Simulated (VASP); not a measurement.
Input of a VASP 6.6.1 run:

Contents of POSCAR:

```
Ba
1.0
   -2.5590814567      2.5590814567      2.5590814567
    2.5590814567     -2.5590814567      2.5590814567
    2.5590814567      2.5590814567     -2.5590814567
Ba
1
Direct
    0.0000000000      0.0000000000      0.0000000000
```

The input INCAR.step1:

```
SYSTEM = Ba
PREC = Accurate
ENCUT = 520
ISMEAR = 0
SIGMA = 0.1
LREAL = .FALSE.
LASPH = .TRUE.
NELM = 60
NBANDS = 11
GGA = PE
ALGO = Normal
EDIFF = 1E-4
LWAVE = .TRUE.
LCHARG = .FALSE.
```

INCAR.step2

```
SYSTEM = Ba
PREC = Accurate
ENCUT = 520
EDIFF = 1E-7
ISMEAR = 0
SIGMA = 0.1
LREAL = .FALSE.
LASPH = .TRUE.
NELM = 60
ALGO = Normal
ISIF = 2
LWAVE = .FALSE.
LCHARG = .FALSE.
METAGGA = R2SCAN
LMIXTAU = .TRUE.
NBANDS = 11
ISTART = 1
```

File KPOINTS:

```
regular mesh
0
G
  12 12 12
  0 0 0
```

Potentials or basis: VASP PAW PBE potentials, release 64 (Ba_sv).

Run with:

```sh
$ cat potpaw_PBE.64/Ba_sv/POTCAR > POTCAR
$ cp INCAR.step1 INCAR
$ mpirun -np 1 vasp_std > vasp.out
$ cp INCAR.step2 INCAR
$ mpirun -np 1 vasp_std > vasp.out
```

Q: Estimate the band gap on the k mesh.

A: Zero (band 5 reaches 2.04 eV, above the bottom of band 6 at 0.99 eV).

Q: Predict the pressure.

A: -0.2 GPa.

Caveat: the PAW data sets were made with another functional, which shifts forces and pressure a little; spin-orbit coupling is left out, which moves the levels of the heavy elements.
